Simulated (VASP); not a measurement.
# Zn12CO in VASP: single point with PBE+D3(BJ)

Aim: the single point of Zn12CO with PBE+D3(BJ).

Everything below comes from runs of VASP 6.6.1. Logs are shortened: lines on timing, memory, paths and dates and some standing lists are left out, and cuts for length are marked.

### Step 1. The cell of the first run

The cell holds a slab with vacuum, 14 atoms: a = 5.236 Å, b = 4.804 Å, c = 24.141 Å, α = 90.00°, β = 90.00°, γ = 90.00°.

### Step 2. Single point, PBE+D3(BJ)

INCAR reads:

```
PREC     = Accurate       # precision mode
ENCUT    = 520            # plane-wave cutoff, eV
EDIFF    = 1E-7           # SCF threshold, eV
ISMEAR   = 0              # smearing method
SIGMA    = 0.1            # smearing width, eV
LREAL    = F              # projectors in reciprocal space
LASPH    = T              # aspherical terms in the spheres
NELM     = 80             # most SCF steps
ALGO     = Normal         # electronic algorithm
ISIF     = 2              # what is computed and relaxed
LWAVE    = F              # write WAVECAR
LCHARG   = T              # write CHGCAR
LDIPOL   = T            
IDIPOL   = 3            
DIPOL    = 0.5 0.5 0.318
GGA      = PE             # functional
IVDW     = 12             # dispersion correction
LELF     = T              # ELF
LVHAR    = T            
LVACPOTAV= T            
NBANDS   = 90             # bands
```

KPOINTS reads:

```
regular mesh
0
Gamma
  5 6 1
```

POSCAR reads:

```
Zn12CO
1.0
    5.2355063994      0.0000000000      0.0000000000
    0.0000000000      4.8035765005      0.0000000000
    0.0000000000      0.0000000000     24.1411144134
Zn O C
12 1 1
Direct
    0.0000000000      0.7500000000      0.1656924337
    0.5000000000      0.7500000000      0.1656924337
    0.2500000000      0.2500000000      0.1969950590
    0.7500000000      0.2500000000      0.1969950590
    0.2500000000      0.7500000000      0.2596003094
    0.7500000000      0.7500000000      0.2596003094
    0.0000000000      0.2500000000      0.2927454107
    0.5000000000      0.2500000000      0.2927454107
    0.0000000000      0.7500000000      0.3817525344
    0.5000000000      0.7500000000      0.3817525344
    0.2500000000      0.2500000000      0.3890091506
    0.7500000000      0.2500000000      0.3890091506
    0.5000000000      0.2500000000      0.5132784759
    0.5000000000      0.2500000000      0.5609150506
```

Potentials or basis: VASP PAW PBE potentials, release 64 (Zn, O, C).

Run with:

```bash
> cat potpaw_PBE.64/Zn/POTCAR potpaw_PBE.64/O/POTCAR potpaw_PBE.64/C/POTCAR > POTCAR
> mpirun -np 1 vasp_std > vasp.out
```

OUTCAR:

```text
PREC = Accurate
   ENCUT = 520
   EDIFF = 1E-7
   ISMEAR = 0
   LREAL = F
   LASPH = T
   NELM = 80
   ISIF = 2
   GGA = PE
   IVDW = 12
 IVDW          = 12

 ion  position               nearest neighbor table
   1  0.000  0.750  0.166-   5 2.62   6 2.62   2 2.62   2 2.62   4 2.84   3 2.84   4 2.84   3 2.84

   2  0.500  0.750  0.166-   5 2.62   6 2.62   1 2.62   1 2.62   4 2.84   3 2.84   4 2.84   3 2.84

   3  0.250  0.250  0.197-   4 2.62   4 2.62   8 2.66   7 2.66   5 2.84   5 2.84   1 2.84   2 2.84
                             1 2.84   2 2.84
   4  0.750  0.250  0.197-   3 2.62   3 2.62   8 2.66   7 2.66   6 2.84   6 2.84   1 2.84   2 2.84
                             1 2.84   2 2.84
   5  0.250  0.750  0.260-   1 2.62   2 2.62   6 2.62   6 2.62   3 2.84   3 2.84   7 2.85   7 2.85
                             8 2.85   8 2.85
   6  0.750  0.750  0.260-   1 2.62   2 2.62   5 2.62   5 2.62   4 2.84   4 2.84   7 2.85   7 2.85
                             8 2.85   8 2.85
   7  0.000  0.250  0.293-   8 2.62   8 2.62   3 2.66   4 2.66  12 2.67  11 2.67   5 2.85   5 2.85
                             6 2.85   6 2.85
   8  0.500  0.250  0.293-   7 2.62   7 2.62   3 2.66   4 2.66  12 2.67  11 2.67   5 2.85   5 2.85
                             6 2.85   6 2.85
   9  0.000  0.750  0.382-  10 2.62  10 2.62  12 2.74  11 2.74  12 2.74  11 2.74
  10  0.500  0.750  0.382-   9 2.62   9 2.62  12 2.74  11 2.74  12 2.74  11 2.74
  11  0.250  0.250  0.389-  12 2.62  12 2.62   7 2.67   8 2.67   9 2.74   9 2.74  10 2.74  10 2.74

  12  0.750  0.250  0.389-  11 2.62  11 2.62   7 2.67   8 2.67   9 2.74   9 2.74  10 2.74  10 2.74

  13  0.500  0.250  0.513-  14 1.15
  14  0.500  0.250  0.561-  13 1.15

  LATTYP: Found a simple orthorhombic cell.
 ALAT       =     4.8035765005
 B/A-ratio  =     1.0899183970
 C/A-ratio  =     5.0256541997

  Lattice vectors:

 A1 = (   0.0000000000,  -4.8035765005,   0.0000000000)
 A2 = (   5.2355063994,   0.0000000000,   0.0000000000)
 A3 = (   0.0000000000,   0.0000000000,  24.1411144134)

Analysis of symmetry for initial positions (statically):
=====================================================================
 Subroutine PRICEL returns:
 Original cell was already a primitive cell.

 Routine SETGRP: Setting up the symmetry group for a
 simple orthorhombic supercell.

 Subroutine GETGRP returns: Found  4 space group operations
 (whereof  2 operations were pure point group operations)
 out of a pool of  8 trial point group operations.

The static configuration has the point symmetry C_1h.
 The point group associated with its full space group is C_2v.

Analysis of symmetry for dynamics (positions and initial velocities):
=====================================================================
 Subroutine PRICEL returns:
 Original cell was already a primitive cell.

 Routine SETGRP: Setting up the symmetry group for a
 simple orthorhombic supercell.

 Subroutine GETGRP returns: Found  4 space group operations
 (whereof  2 operations were pure point group operations)
 out of a pool of  8 trial point group operations.

The dynamic configuration has the point symmetry C_1h.
 The point group associated with its full space group is C_2v.

 Subroutine INISYM returns: Found  4 space group operations
 (whereof  2 operations are pure point group operations),
 and found     1 'primitive' translations

----------------------------------------------------------------------------------------

                                     Primitive cell

  volume of cell :     607.1286

  direct lattice vectors                    reciprocal lattice vectors
     5.235506399  0.000000000  0.000000000     0.191003491  0.000000000  0.000000000
     0.000000000  4.803576501  0.000000000     0.000000000  0.208178219  0.000000000
     0.000000000  0.000000000 24.141114413     0.000000000  0.000000000  0.041423108

  length of vectors
     5.235506399  4.803576501 24.141114413     0.191003491  0.208178219  0.041423108

  position of ions in fractional coordinates (direct lattice)
     0.000000000  0.750000000  0.165692434
     0.500000000  0.750000000  0.165692434
     0.250000000  0.250000000  0.196995059
     0.750000000  0.250000000  0.196995059
     0.250000000  0.750000000  0.259600309
     0.750000000  0.750000000  0.259600309
     0.000000000  0.250000000  0.292745411
     0.500000000  0.250000000  0.292745411
     0.000000000  0.750000000  0.381752534
     0.500000000  0.750000000  0.381752534
[... 51 lines left out ...]
  0.200000  0.000000  0.000000      2.000000
  0.400000  0.000000  0.000000      2.000000
  0.000000  0.166667  0.000000      2.000000
  0.200000  0.166667  0.000000      4.000000
  0.400000  0.166667  0.000000      4.000000
  0.000000  0.333333  0.000000      2.000000
  0.200000  0.333333  0.000000      4.000000
  0.400000  0.333333  0.000000      4.000000
  0.000000  0.500000  0.000000      1.000000
  0.200000  0.500000  0.000000      2.000000
  0.400000  0.500000  0.000000      2.000000
   k-points           NKPTS =     12   k-points in BZ     NKDIM =     12   number of bands    NBANDS=     90
   number of dos      NEDOS =    301   number of ions     NIONS =     14
   total plane-waves  NPLWV = 259200
   dimension x,y,z NGX =    40 NGY =   36 NGZ =  180
   dimension x,y,z NGXF=    80 NGYF=   72 NGZF=  360
   ions per type =              12   1   1
   NGX,Y,Z   is equivalent  to a cutoff of  12.70, 12.46, 12.40 a.u.
   NGXF,Y,Z  is equivalent  to a cutoff of  25.40, 24.92, 24.79 a.u.
 SYSTEM =  unknown system
   PREC   = accura    normal or accurate (medium, high low for compatibility)
   ISTART =      0    job   : 0-new  1-cont  2-samecut
   ICHARG =      2    charge: 1-file 2-atom 10-const
   ISPIN  =      1    spin polarized calculation?
   LNONCOLLINEAR =      F non collinear calculations
   LSORBIT =      F    spin-orbit coupling
   LASPH  =      T    aspherical Exc in radial PAW
   ENCUT  =  520.0 eV  38.22 Ry    6.18 a.u.   9.73  8.93 44.89*2*pi/ulx,y,z
   NELM   =     80;   NELMIN=  2; NELMDL= -5     # of ELM steps
   EDIFF  = 0.1E-06   stopping-criterion for ELM
   LREAL  =      F    real-space projection
   EDIFFG = 0.1E-05   stopping-criterion for IOM
   NSW    =      0    number of steps for IOM
   IBRION =     -1    ionic relax: 0-MD 1-quasi-New 2-CG
   NFREE  =      0    steps in history (QN), initial steepest desc. (CG)
   ISIF   =      2    stress and relaxation
   ISYM   =      2    0-nonsym 1-usesym 2-fastsym
   POTIM  = 0.5000    time-step for ionic-motion
   TEBEG  =    0.0;   TEEND  =   0.0 temperature during run
   PSTRESS=    0.0 pullay stress
   NELECT =     154.0000    total number of electrons
   NUPDOWN=      -1.0000    fix difference up-down
   EMIN   =  10.00;   EMAX   =-10.00  energy-range for DOS
   EFERMI =   0.00;   METHOD = LEGACY
   ISMEAR =     0;   SIGMA  =   0.10  broadening in eV -4-tet -1-fermi 0-gaus
   EFERMI_NEDOS =   21; number of points for ismear=-14 and -15
   IALGO  =     38    algorithm
   IMIX   =      4    mixing-type and parameters
     AMIX     =   0.40;   BMIX     =  1.00
     AMIX_MAG =   1.60;   BMIX_MAG =  1.00
  volume/ion in A,a.u.               =      43.37       292.65
  Fermi-wavevector in a.u.,A,eV,Ry     =   1.036306  1.958335 14.611717  1.073931
  Thomas-Fermi vector in A             =   2.170691
   LORBIT       =      0    0 simple, 1 ext, 2 COOP (PROOUT), +10 PAW based schemes
   GGA     = PE    functional components
   LHFCALC =     F    Hartree Fock is set to
   AEXX    =    0.0000 exact exchange contribution
   IVDW    =    12    specifies the selected vdW correction
   LEPSILON=     F    determine dielectric tensor
   LRPA    =     F    only Hartree local field effects (RPA)
 non-spin polarized calculation
 Gauss-broadening in eV      SIGMA  =   0.10
  energy-cutoff  :      520.00
  volume of cell :      607.13
 maximum number of plane-waves:     16377
 NGX is ok and might be reduce to    40
   NGX = 19   NGY = 17   NGZ = 89

 dipolmoment           0.000000      0.000000      0.016127 electrons x Angstroem

 number of electron     154.0000086 magnetization

 dipolmoment           0.000000      0.000000     -0.012815 electrons x Angstroem

 Free energy of the ion-electron system (eV)
  ---------------------------------------------------
  ext. energy  EPLUGINS =         0.00000000
  ---------------------------------------------------
  free energy    TOTEN  =       -25.94164769 eV

  energy without entropy =      -25.92369990  energy(sigma->0) =      -25.93267379

 E-fermi :  -1.7102     XC(G=0):  -4.7478

 val. band max:       -1.8129934274   @ k =   0.2000   0.1667   0.0000
 cond. band min:      -1.6897234696   @ k =   0.4000   0.3333   0.0000
 fundamental gap:      0.1232699578
 Fermi energy:        -1.7102322557

 k-point     1 :       0.0000    0.0000    0.0000
  band No.  band energies     occupation
      1     -27.0661      2.00000
      2     -12.0580      2.00000
      3     -11.3015      2.00000
      4     -10.2233      2.00000
      5      -9.9225      2.00000
      6      -9.7914      2.00000
[... 1093 lines left out ...]
     88       3.0250      0.00000
     89       3.6412      0.00000
 [bands above 89 left out]

------------------------ aborting loop because EDIFF is reached ----------------------------------------

 Edisp (eV)   -3.46289

 E8    (eV) :    -1.4978

  FORCE on cell =-STRESS in cart. coord.  units (eV):
  Direction    XX          YY          ZZ          XY          YZ          ZX
  --------------------------------------------------------------------------------------
  -------------------------------------------------------------------------------------
  Total      -5.42186   -10.39479     0.57058     0.00000     0.00000     0.00000
  in kB     -14.30798   -27.43125     1.50572     0.00000     0.00000     0.00000
  external pressure =      -13.41 kB  Pullay stress =        0.00 kB

 VOLUME and BASIS-vectors are now :
 -----------------------------------------------------------------------------
  energy-cutoff  :      520.00
  volume of cell :      607.13
      direct lattice vectors                 reciprocal lattice vectors
     5.235506399  0.000000000  0.000000000     0.191003491  0.000000000  0.000000000
     0.000000000  4.803576501  0.000000000     0.000000000  0.208178219  0.000000000
     0.000000000  0.000000000 24.141114413     0.000000000  0.000000000  0.041423108

 POSITION                                       TOTAL-FORCE (eV/Angst)
 -----------------------------------------------------------------------------------
      0.00000      3.60268      4.00000         0.000000      0.000000     -0.070240
      2.61775      3.60268      4.00000         0.000000      0.000000     -0.075081
      1.30888      1.20089      4.75568         0.011153     -0.000000     -0.608334
      3.92663      1.20089      4.75568        -0.011153     -0.000000     -0.608334
      1.30888      3.60268      6.26704        -0.003154      0.000000      0.986806
      3.92663      3.60268      6.26704         0.003154      0.000000      0.986806
      0.00000      1.20089      7.06720         0.000000      0.000000     -0.155744
      2.61775      1.20089      7.06720         0.000000      0.000000     -0.106706
      0.00000      3.60268      9.21593         0.000000      0.000000     -0.137912
      2.61775      3.60268      9.21593         0.000000      0.000000     -0.171233
      1.30888      1.20089      9.39111        -0.050048      0.000000     -0.093557
      3.92663      1.20089      9.39111         0.050048      0.000000     -0.093557
      2.61775      1.20089     12.39111         0.000000      0.000000      0.794144
      2.61775      1.20089     13.54111         0.000000      0.000000     -0.647058
 -----------------------------------------------------------------------------------
    total drift:                               -0.000000      0.000000     -0.007580

  FREE ENERGIE OF THE ION-ELECTRON SYSTEM (eV)
  ---------------------------------------------------
  free  energy   TOTEN  =       -29.4045394346 eV

  energy  without entropy=      -29.3865916473  energy(sigma->0) =      -29.39556554

 vacuum level on the upper side and lower side of the slab         2.438         2.530
```

Wall time 40 min (1 thread of Intel Xeon 8259CL, shared host); peak memory 0.84 GiB.

What came out:

```yaml
Free_energy: -29.4045 eV
Largest_force: 0.987 eV/Å
Band_gap_on_the_k_mesh: zero (bands 77 and 78 overlap by 0.79 eV)
Dispersion_energy_per_atom: -0.247 eV
```

Forces on the atoms (eV/Å):
```
Zn   0.000  0.000 -0.070
Zn   0.000  0.000 -0.075
Zn   0.011  0.000 -0.608
Zn  -0.011  0.000 -0.608
Zn  -0.003  0.000  0.987
Zn   0.003  0.000  0.987
Zn   0.000  0.000 -0.156
Zn   0.000  0.000 -0.107
Zn   0.000  0.000 -0.138
Zn   0.000  0.000 -0.171
Zn  -0.050  0.000 -0.094
Zn   0.050  0.000 -0.094
O    0.000  0.000  0.794
C    0.000  0.000 -0.647
```

Levels at points of the mesh, in eV from the Fermi level:
```
           k point  band 74  band 75  band 76  band 77  band 78  band 79  band 80  band 81
(0.00, 0.00, 0.00)    -1.82    -1.76    -0.95    -0.48     0.15     0.85     1.14     1.50
(0.00, 0.50, 0.00)    -1.70    -1.64    -1.03    -0.79    -0.19    -0.18     0.76     0.81
```

The gap in the log of VASP goes by the Fermi energy; the results here count the filled bands.